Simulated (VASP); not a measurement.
Mg6F, 7 atoms in the cell. The cell holds a slab with vacuum, 7 atoms: a = 3.203 Å, b = 7.978 Å, c = 20.985 Å, α = 90.00°, β = 90.00°, γ = 101.58°. 

- Program: VASP 6.6.1
- Task: single point
- Functional: PBE
- Potentials or basis: VASP PAW PBE potentials, release 64 (Mg, F)
- Cutoff: 520 eV
- k mesh: 9 × 4 × 1
- Occupations: gaussian, width 0.1 eV
- Spin: no spin polarisation
- Dipole correction: yes
- Further INCAR settings: ALGO = Normal; EDIFF = 1e-06; NBANDS = 18

Potentials or basis: VASP PAW PBE potentials, release 64 (Mg, F).

Launch:

```sh
$ cat potpaw_PBE.64/Mg/POTCAR potpaw_PBE.64/F/POTCAR > POTCAR
$ mpirun -np 1 vasp_std > vasp.out
```

Hardware: 1 thread of AMD EPYC 7R43 64-Core Processor (Zen 3) (shared host).

Task: Estimate the wall time of this run.

Result: Wall time 6.3 min on 1 thread of AMD EPYC 7R43 64-Core Processor (Zen 3) (shared host), peak memory 0.53 GiB. Counts: scf iterations 33, k points 19.
